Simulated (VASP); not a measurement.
Os, 1 atom in the cell. The structure is cubic, space group Fm-3m (No. 225). The conventional cell has a = 3.864 Å, b = 3.864 Å, c = 3.864 Å, α = 90.00°, β = 90.00°, γ = 90.00°. Within 3.6 Å of Os (site symmetry m-3m) lie 12 Os at 2.73 Å. This isn't the form of Os at room conditions, which is hcp.

```yaml
Program: VASP 6.6.1
Task: electric field gradients
Functional: PBEsol
Potentials_or_basis: VASP PAW PBE potentials, release 64 (Os)
Cutoff: 520 eV
k_mesh: 14 × 14 × 14
Occupations: fermi-dirac, width 0.03 eV
Spin: no spin polarisation
Dipole_correction: no
Further_INCAR_settings: ALGO = Normal; EDIFF = 1e-08; NBANDS = 10
```

Potentials or basis: VASP PAW PBE potentials, release 64 (Os).

The run is started by

```bash
$ cat potpaw_PBE.64/Os/POTCAR > POTCAR
$ mpirun -np 1 vasp_std > vasp.out
```

Hardware: 1 thread of Intel Xeon 8259CL (shared host).

Question: How long does it take, and how much memory?

Answer: Run time: 16 s on 1 thread of Intel Xeon 8259CL, on a shared host, peak memory 0.14 GiB. Counts: scf iterations 13, k points 104.
